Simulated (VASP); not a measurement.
# Sc2Al (P6_3/mmc) in VASP: further runs

The runs below take Sc2Al through single point, with r2SCAN.

All numbers are computed with VASP 6.6.1; they aren't measurements. Logs are shortened: lines on timing, memory, paths and dates and some standing lists are left out, and cuts for length are marked.

### 1 The cell of the first run

It takes space group P6_3/mmc (No. 194, hexagonal). The conventional cell has a = 4.893 Å, b = 4.893 Å, c = 6.161 Å, α = 90.00°, β = 90.00°, γ = 120.00°. Within 4.1 Å of Sc (site symmetry -3m) lie 8 Sc at 3.08 to 3.22 Å and 6 Al at 3.22 Å. Within 3.7 Å of Sc (site symmetry -6m2) lie 5 Al at 2.82 to 3.08 Å and 6 Sc at 3.22 Å. Al (site symmetry -6m2) has 11 Sc at 2.82 to 3.22 Å within 3.7 Å.

### 2 Single point, r2SCAN

POSCAR

```
Sc2Al
1.0
    4.8926114005      0.0000000000      0.0000000000
   -2.4463057002      4.2371257637      0.0000000000
    0.0000000000      0.0000000000      6.1614205700
Sc Al
4 2
Direct
    0.0000000000      0.0000000000      0.0000000000
    0.0000000000      0.0000000000      0.5000000000
    0.3333333333      0.6666666667      0.7500000000
    0.6666666667      0.3333333333      0.2500000000
    0.3333333333      0.6666666667      0.2500000000
    0.6666666667      0.3333333333      0.7500000000
```

INCAR.step1

```
SYSTEM = Sc2Al
  PREC = Accurate
  ENCUT = 520
  ISMEAR = 0
  SIGMA = 0.01
  LREAL = .FALSE.
  LASPH = .TRUE.
  NELM = 60
  NBANDS = 34
  GGA = PE
  ALGO = Normal
  EDIFF = 1E-4
  LWAVE = .TRUE.
  LCHARG = .FALSE.
```

INCAR.step2

```
SYSTEM = Sc2Al
  PREC = Accurate
  ENCUT = 520
  EDIFF = 1E-6
  ISMEAR = 0
  SIGMA = 0.01
  LREAL = .FALSE.
  LASPH = .TRUE.
  NELM = 60
  ALGO = Normal
  ISIF = 2
  LWAVE = .FALSE.
  LCHARG = .FALSE.
  METAGGA = R2SCAN
  LMIXTAU = .TRUE.
  NBANDS = 34
  ISTART = 1
```

KPOINTS

```
regular mesh
0
G
  6 6 3
  0 0 0
```

Potentials or basis: VASP PAW PBE potentials, release 64 (Sc_sv, Al).

On the command line:

```console
cat potpaw_PBE.64/Sc_sv/POTCAR potpaw_PBE.64/Al/POTCAR > POTCAR
cp INCAR.step1 INCAR
mpirun -np 1 vasp_std > vasp.out
cp INCAR.step2 INCAR
mpirun -np 1 vasp_std > vasp.out
```

OUTCAR:

```text
SYSTEM = Sc2Al
   PREC = Accurate
   ENCUT = 520
   EDIFF = 1E-6
   ISMEAR = 0
   LREAL = .FALSE.
   LASPH = .TRUE.
   NELM = 60
   ISIF = 2
   METAGGA = R2SCAN
   ISTART = 1

 ion  position               nearest neighbor table
   1  0.000  0.000  0.000-   2 3.08   2 3.08   4 3.22   5 3.22   6 3.22   3 3.22   3 3.22   5 3.22
                             4 3.22   6 3.22   4 3.22   6 3.22   3 3.22   5 3.22
   2  0.000  0.000  0.500-   1 3.08   1 3.08   4 3.22   5 3.22   6 3.22   3 3.22   3 3.22   5 3.22
                             4 3.22   6 3.22   4 3.22   6 3.22   3 3.22   5 3.22
   3  0.333  0.667  0.750-   6 2.82   6 2.82   6 2.82   5 3.08   5 3.08   1 3.22   2 3.22   2 3.22
                             1 3.22   2 3.22   1 3.22
   4  0.667  0.333  0.250-   5 2.82   5 2.82   5 2.82   6 3.08   6 3.08   1 3.22   2 3.22   1 3.22
                             2 3.22   1 3.22   2 3.22
   5  0.333  0.667  0.250-   4 2.82   4 2.82   4 2.82   3 3.08   3 3.08   1 3.22   2 3.22   2 3.22
                             1 3.22   2 3.22   1 3.22
   6  0.667  0.333  0.750-   3 2.82   3 2.82   3 2.82   4 3.08   4 3.08   1 3.22   2 3.22   1 3.22
                             2 3.22   1 3.22   2 3.22

  LATTYP: Found a hexagonal cell.
 ALAT       =     4.8926114005
 C/A-ratio  =     1.2593316872

  Lattice vectors:

 A1 = (   4.8926114005,   0.0000000000,   0.0000000000)
 A2 = (  -2.4463057002,   4.2371257637,   0.0000000000)
 A3 = (   0.0000000000,   0.0000000000,   6.1614205700)

Analysis of symmetry for initial positions (statically):
=====================================================================
 Subroutine PRICEL returns:
 Original cell was already a primitive cell.

 Routine SETGRP: Setting up the symmetry group for a
 hexagonal supercell.

 Subroutine GETGRP returns: Found 24 space group operations
 (whereof 12 operations were pure point group operations)
 out of a pool of 24 trial point group operations.

The static configuration has the point symmetry D_3d.
 The point group associated with its full space group is D_6h.

Analysis of symmetry for dynamics (positions and initial velocities):
=====================================================================
 Subroutine PRICEL returns:
 Original cell was already a primitive cell.

 Routine SETGRP: Setting up the symmetry group for a
 hexagonal supercell.

 Subroutine GETGRP returns: Found 24 space group operations
 (whereof 12 operations were pure point group operations)
 out of a pool of 24 trial point group operations.

The dynamic configuration has the point symmetry D_3d.
 The point group associated with its full space group is D_6h.

 Subroutine INISYM returns: Found 24 space group operations
 (whereof 12 operations are pure point group operations),
 and found     1 'primitive' translations

----------------------------------------------------------------------------------------

                                     Primitive cell

  volume of cell :     127.7300

  direct lattice vectors                    reciprocal lattice vectors
     4.892611400  0.000000000  0.000000000     0.204389827  0.118004522  0.000000000
    -2.446305700  4.237125764  0.000000000     0.000000000  0.236009044  0.000000000
     0.000000000  0.000000000  6.161420570     0.000000000  0.000000000  0.162300234

  length of vectors
     4.892611400  4.892611400  6.161420570     0.236009044  0.236009044  0.162300234

  position of ions in fractional coordinates (direct lattice)
     0.000000000  0.000000000  0.000000000
     0.000000000  0.000000000  0.500000000
     0.333333333  0.666666667  0.750000000
     0.666666667  0.333333333  0.250000000
     0.333333333  0.666666667  0.250000000
     0.666666667  0.333333333  0.750000000

  ion indices of the primitive-cell ions
   primitive index   ion index
                 1           1
                 2           2
                 3           3
                 4           4
                 5           5
                 6           6

----------------------------------------------------------------------------------------

 KPOINTS: regular mesh

Automatic generation of k-mesh.
 Grid dimensions read from file:
 generate k-points for:    6    6    3

 Generating k-lattice:

  Cartesian coordinates                     Fractional coordinates (reciprocal lattice)
     0.034064971  0.019667420  0.000000000     0.166666667  0.000000000  0.000000000
     0.000000000  0.039334841  0.000000000     0.000000000  0.166666667  0.000000000
     0.000000000  0.000000000  0.054100078     0.000000000  0.000000000  0.333333333

  Length of vectors
     0.039334841  0.039334841  0.054100078

  Shift w.r.t. Gamma in fractional coordinates (k-lattice)
     0.000000000  0.000000000  0.000000000

 Subroutine IBZKPT returns following result:
 ===========================================

 Found     14 irreducible k-points:

 Following reciprocal coordinates:
            Coordinates               Weight
  0.000000  0.000000  0.000000      1.000000
  0.166667 -0.000000  0.000000      6.000000
  0.333333 -0.000000  0.000000      6.000000
  0.500000 -0.000000  0.000000      3.000000
  0.166667  0.166667  0.000000      6.000000
  0.333333  0.166667  0.000000     12.000000
  0.333333  0.333333  0.000000      2.000000
  0.000000  0.000000  0.333333      2.000000
  0.166667 -0.000000  0.333333     12.000000
  0.333333 -0.000000  0.333333     12.000000
  0.500000 -0.000000  0.333333      6.000000
  0.166667  0.166667  0.333333     12.000000
  0.333333  0.166667  0.333333     24.000000
  0.333333  0.333333  0.333333      4.000000
   k-points           NKPTS =     14   k-points in BZ     NKDIM =     14   number of bands    NBANDS=     34
   number of dos      NEDOS =    301   number of ions     NIONS =      6
   total plane-waves  NPLWV =  62208
   dimension x,y,z NGX =    36 NGY =   36 NGZ =   48
   dimension x,y,z NGXF=    72 NGYF=   72 NGZF=   96
   ions per type =               4   2
   NGX,Y,Z   is equivalent  to a cutoff of  12.23, 12.23, 12.95 a.u.
   NGXF,Y,Z  is equivalent  to a cutoff of  24.46, 24.46, 25.90 a.u.
 SYSTEM =  Sc2Al
   PREC   = accura    normal or accurate (medium, high low for compatibility)
   ISTART =      1    job   : 0-new  1-cont  2-samecut
   ICHARG =      0    charge: 1-file 2-atom 10-const
   ISPIN  =      1    spin polarized calculation?
   LNONCOLLINEAR =      F non collinear calculations
   LSORBIT =      F    spin-orbit coupling
   LASPH  =      T    aspherical Exc in radial PAW
   ENCUT  =  520.0 eV  38.22 Ry    6.18 a.u.   9.10  9.10 11.46*2*pi/ulx,y,z
   NELM   =     60;   NELMIN=  2; NELMDL=  0     # of ELM steps
   EDIFF  = 0.1E-05   stopping-criterion for ELM
   LREAL  =      F    real-space projection
   EDIFFG = 0.1E-04   stopping-criterion for IOM
   NSW    =      0    number of steps for IOM
   IBRION =     -1    ionic relax: 0-MD 1-quasi-New 2-CG
   NFREE  =      0    steps in history (QN), initial steepest desc. (CG)
   ISIF   =      2    stress and relaxation
   ISYM   =      2    0-nonsym 1-usesym 2-fastsym
   POTIM  = 0.5000    time-step for ionic-motion
   TEBEG  =    0.0;   TEEND  =   0.0 temperature during run
   PSTRESS=    0.0 pullay stress
   NELECT =      50.0000    total number of electrons
   NUPDOWN=      -1.0000    fix difference up-down
   EMIN   =  10.00;   EMAX   =-10.00  energy-range for DOS
   EFERMI =   0.00;   METHOD = LEGACY
   ISMEAR =     0;   SIGMA  =   0.01  broadening in eV -4-tet -1-fermi 0-gaus
   EFERMI_NEDOS =   21; number of points for ismear=-14 and -15
   IALGO  =     38    algorithm
   IMIX   =      4    mixing-type and parameters
     AMIX     =   0.40;   BMIX     =  1.00
     AMIX_MAG =   1.60;   BMIX_MAG =  1.00
  volume/ion in A,a.u.               =      21.29       143.66
  Fermi-wavevector in a.u.,A,eV,Ry     =   1.197569  2.263077 19.513086  1.434171
  Thomas-Fermi vector in A             =   2.333480
   LORBIT       =      0    0 simple, 1 ext, 2 COOP (PROOUT), +10 PAW based schemes
   METAGGA = R2SCAN    functional components
   LHFCALC =     F    Hartree Fock is set to
   AEXX    =    0.0000 exact exchange contribution
   IVDW    =     0    specifies the selected vdW correction
   LEPSILON=     F    determine dielectric tensor
   LRPA    =     F    only Hartree local field effects (RPA)
 non-spin polarized calculation
 Gauss-broadening in eV      SIGMA  =   0.01
  energy-cutoff  :      520.00
  volume of cell :      127.73
 maximum number of plane-waves:      3453
   NGX = 19   NGY = 19   NGZ = 23

 number of electron      50.0000002 magnetization

 Free energy of the ion-electron system (eV)
  ---------------------------------------------------
  ext. energy  EPLUGINS =         0.00000000
  ---------------------------------------------------
  free energy    TOTEN  =       -61.26343899 eV

  energy without entropy =      -61.26302547  energy(sigma->0) =      -61.26323223

 E-fermi :   4.8937     XC(G=0): -10.7837

 val. band max:        4.8926580372   @ k =   0.1667   0.1667   0.0000
 cond. band min:       4.9410913473   @ k =   0.1667  -0.0000   0.0000
 fundamental gap:      0.0484333101
 Fermi energy:         4.8936823212

 k-point     1 :       0.0000    0.0000    0.0000
  band No.  band energies     occupation
      1     -46.7727      2.00000
      2     -46.7138      2.00000
      3     -46.6968      2.00000
      4     -46.6810      2.00000
      5     -24.5667      2.00000
      6     -24.5317      2.00000
[... 26 lines left out ...]
     33       7.8724      0.00000
     34       7.8769      0.00000

 k-point     2 :       0.1667   -0.0000    0.0000
  band No.  band energies     occupation
      1     -46.7693      2.00000
      2     -46.7138      2.00000
      3     -46.6969      2.00000
      4     -46.6842      2.00000
      5     -24.5871      2.00000
      6     -24.5416      2.00000
[... 26 lines left out ...]
     33       7.6035      0.00000
     34       7.6574      0.00000

 k-point     3 :       0.3333   -0.0000    0.0000
  band No.  band energies     occupation
      1     -46.7616      2.00000
      2     -46.7137      2.00000
      3     -46.6973      2.00000
      4     -46.6914      2.00000
      5     -24.6195      2.00000
      6     -24.5590      2.00000
[... 26 lines left out ...]
     33       7.2748      0.00000
     34       7.4187      0.00000

 k-point     4 :       0.5000   -0.0000    0.0000
  band No.  band energies     occupation
      1     -46.7570      2.00000
      2     -46.7137      2.00000
      3     -46.6983      2.00000
      4     -46.6949      2.00000
      5     -24.6328      2.00000
      6     -24.5668      2.00000
[... 26 lines left out ...]
     33       7.0880      0.00000
     34       7.1297      0.00000

 k-point     5 :       0.1667    0.1667    0.0000
  band No.  band energies     occupation
      1     -46.7637      2.00000
      2     -46.7137      2.00000
      3     -46.6971      2.00000
      4     -46.6895      2.00000
      5     -24.6120      2.00000
      6     -24.5445      2.00000
[... 251 lines left out ...]
 k-point    12 :       0.1667    0.1667    0.3333
  band No.  band energies     occupation
      1     -46.7526      2.00000
      2     -46.7287      2.00000
      3     -46.6927      2.00000
      4     -46.6901      2.00000
      5     -24.5433      2.00000
      6     -24.5239      2.00000
[... 26 lines left out ...]
     33       7.1666      0.00000
     34       7.3898      0.00000

 k-point    13 :       0.3333    0.1667    0.3333
  band No.  band energies     occupation
      1     -46.7466      2.00000
      2     -46.7253      2.00000
      3     -46.6964      2.00000
      4     -46.6956      2.00000
      5     -24.5562      2.00000
      6     -24.5431      2.00000
[... 26 lines left out ...]
     33       7.0024      0.00000
     34       7.2803      0.00000

 k-point    14 :       0.3333    0.3333    0.3333
  band No.  band energies     occupation
      1     -46.7443      2.00000
      2     -46.7239      2.00000
      3     -46.6978      2.00000
      4     -46.6978      2.00000
      5     -24.5529      2.00000
      6     -24.5449      2.00000
[... 26 lines left out ...]
     33       7.1715      0.00000
     34       7.1715      0.00000

------------------------ aborting loop because EDIFF is reached ----------------------------------------

  FORCE on cell =-STRESS in cart. coord.  units (eV):
  Direction    XX          YY          ZZ          XY          YZ          ZX
  --------------------------------------------------------------------------------------
  -------------------------------------------------------------------------------------
  Total       -0.0932013     -0.0932013      0.3556735     -0.0000000      0.0000000      0.0000000
  in kB       -1.1690670     -1.1690670      4.4613792     -0.0000000      0.0000000      0.0000000
  external PRESSURE =       0.7077484 kB  Pullay stress =       0.0000000 kB

 VOLUME and BASIS-vectors are now :
 -----------------------------------------------------------------------------
  energy-cutoff  :      520.00
  volume of cell :      127.73
      direct lattice vectors                 reciprocal lattice vectors
     4.892611400  0.000000000  0.000000000     0.204389827  0.118004522  0.000000000
    -2.446305700  4.237125764  0.000000000     0.000000000  0.236009044  0.000000000
     0.000000000  0.000000000  6.161420570     0.000000000  0.000000000  0.162300234

 POSITION                                       TOTAL-FORCE (eV/Angst)
 -----------------------------------------------------------------------------------
      0.00000      0.00000      0.00000         0.000000      0.000000      0.000000
      0.00000      0.00000      3.08071         0.000000      0.000000      0.000000
     -0.00000      2.82475      4.62107        -0.000000      0.000000      0.000000
      2.44631      1.41238      1.54036         0.000000     -0.000000      0.000000
     -0.00000      2.82475      1.54036         0.000000      0.000000      0.000000
      2.44631      1.41238      4.62107        -0.000000     -0.000000      0.000000
 -----------------------------------------------------------------------------------
    total drift:                               -0.000000      0.000000     -0.000000

  FREE ENERGIE OF THE ION-ELECTRON SYSTEM (eV)
  ---------------------------------------------------
  free  energy   TOTEN  =       -61.2634389877 eV

  energy  without entropy=      -61.2630254711  energy(sigma->0) =      -61.26323223
```

Wall time 90 s (1 thread of Intel Xeon 6975P-C (Granite Rapids), shared host); peak memory 0.27 GiB.

Results:

| Item | Value |
| --- | --- |
| Free energy | -61.2634 eV |
| Pressure | 0.1 GPa |
| Band gap on the k mesh | zero (band 25 reaches 5.21 eV, above the bottom of band 26 at 4.57 eV) |

Caveat: the PAW data sets were made with another functional, which shifts forces and pressure a little.

### 3 Single point, r2SCAN

POSCAR is that of step 2.

INCAR.step1

```
SYSTEM = Sc2Al
PREC = Accurate
ENCUT = 520
ISMEAR = 0
SIGMA = 0.05
LREAL = .False.
LASPH = .True.
NELM = 60
NBANDS = 34
GGA = PE
ALGO = Normal
EDIFF = 1E-4
LWAVE = .True.
LCHARG = .False.
```

INCAR.step2

```
SYSTEM = Sc2Al
PREC = Accurate
ENCUT = 520
EDIFF = 1E-7
ISMEAR = 0
SIGMA = 0.05
LREAL = .False.
LASPH = .True.
NELM = 60
ALGO = Normal
ISIF = 2
LWAVE = .False.
LCHARG = .False.
METAGGA = R2SCAN
LMIXTAU = .True.
NBANDS = 34
ISTART = 1
```

KPOINTS

```
regular mesh
0
Gamma
  6 6 3
  0 0 0
```

Potentials or basis: VASP PAW PBE potentials, release 64 (Sc_sv, Al).

On the command line:

```console
cat potpaw_PBE.64/Sc_sv/POTCAR potpaw_PBE.64/Al/POTCAR > POTCAR
cp INCAR.step1 INCAR
mpirun -np 1 vasp_std > vasp.out
cp INCAR.step2 INCAR
mpirun -np 1 vasp_std > vasp.out
```

Wall time 2 min (1 thread of Intel Xeon 6975P-C (Granite Rapids), shared host); peak memory 0.27 GiB.

Results (log left out):

```
Free energy            : -61.2666 eV
Pressure               : 0.1 GPa
Band gap on the k mesh : zero (band 25 reaches 5.21 eV, above the bottom of band 26 at 4.56 eV)
```

Stress tensor (GPa, compression positive):
```
-0.08  0.00  0.00
 0.00 -0.08  0.00
 0.00  0.00  0.43
```

Levels at points of the mesh, in eV from the Fermi level:
```tsv
k point	band 23	band 24	band 25	band 26	band 27	band 28
(0.00, 0.00, 0.00)	-0.75	-0.66	-0.34	-0.34	-0.05	-0.05
(0.50, 0.00, 0.00)	-1.15	-1.08	-0.77	0.25	0.47	0.99
```

Caveat: the PAW data sets were made with another functional, which shifts forces and pressure a little.

### 4 Single point, r2SCAN

POSCAR is that of step 3.

INCAR.step1

```
  PREC = Accurate
  ENCUT = 520
  ISMEAR = 0
  SIGMA = 0.1
  LREAL = F
  LASPH = T
  NELM = 100
  NBANDS = 34
  GGA = PE
  ALGO = Normal
  EDIFF = 1E-4
  LWAVE = T
  LCHARG = F
```

INCAR.step2

```
  PREC = Accurate
  ENCUT = 520
  EDIFF = 1E-7
  ISMEAR = 0
  SIGMA = 0.1
  LREAL = F
  LASPH = T
  NELM = 100
  ALGO = Normal
  ISIF = 2
  LWAVE = F
  LCHARG = T
  METAGGA = R2SCAN
  LMIXTAU = T
  LELF = T
  LVHAR = T
  NBANDS = 34
  ISTART = 1
```

KPOINTS

```
Automatic mesh
0
Gamma
  6 6 3
```

On the command line:

```console
cat potpaw_PBE.64/Sc_sv/POTCAR potpaw_PBE.64/Al/POTCAR > POTCAR
cp INCAR.step1 INCAR
mpirun -np 1 vasp_std > vasp.out
cp INCAR.step2 INCAR
mpirun -np 1 vasp_std > vasp.out
```

Run time: 2.2 min. Hardware: 1 thread of Intel Xeon 6975P-C (Granite Rapids), shared host; peak memory 0.27 GiB.

The run converged. Its results:

* Free energy: -61.2789 eV
* Pressure: 0.1 GPa
* Band gap on the k mesh: zero (band 25 reaches 5.21 eV, above the bottom of band 26 at 4.57 eV)

Stress tensor (GPa, compression positive):
```
-0.11  0.00  0.00
 0.00 -0.11  0.00
 0.00  0.00  0.47
```

Levels at points of the mesh, in eV from the Fermi level:
```csv
k point,band 22,band 23,band 24,band 25,band 26,band 27,band 28,band 29
"(0.00, 0.00, 0.00)",-0.75,-0.75,-0.66,-0.34,-0.34,-0.04,-0.04,1.99
"(0.50, 0.00, 0.00)",-1.24,-1.15,-1.08,-0.76,0.26,0.47,0.99,1.19
```

Caveat: the PAW data sets were made with another functional, which shifts forces and pressure a little.

(Continued in part 2 of 2.)
